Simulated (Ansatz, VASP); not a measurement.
Two plane-wave programs on Pd

```xyz
1
Lattice="-1.5475 1.5475 1.5475 1.5475 -1.5475 1.5475 1.5475 1.5475 -1.5475" Properties=species:S:1:pos:R:3 pbc="T T T"
Pd    0.0000    0.0000    0.0000
```

Alike in both runs: functional PBE; dispersion D3(BJ); k mesh 18 × 18 × 18; occupations gaussian, width 0.1 eV; no spin polarisation.

Ansatz relaxed the structure, and its values are those at the end. VASP's run is a single point on that final structure, the one shown.

|  | VASP | Ansatz |
| --- | --- | --- |
| version | VASP 6.6.1 | Ansatz 0.2.0 |
| potentials or method | VASP PAW PBE potentials, release 64 (Pd), cutoff 500 eV | scalar-relativistic, plane waves, PAW |
| valence electrons in the cell | 10 | 18 |

Ansatz gave:

| Property | Result |
| --- | --- |
| gap on the k mesh at the Fermi level (eV) | none |
| pressure (GPa) | 0.0 |

Q: Which values does VASP return?

A: gap on the k mesh at the Fermi level (eV): none; pressure (GPa): -0.3.

A gap of «none» marks a metal or a gap that the smearing closes. VASP's potentials hold 10 valence electrons a cell and Ansatz's 18, so a difference there can come from the potentials and not from the codes.
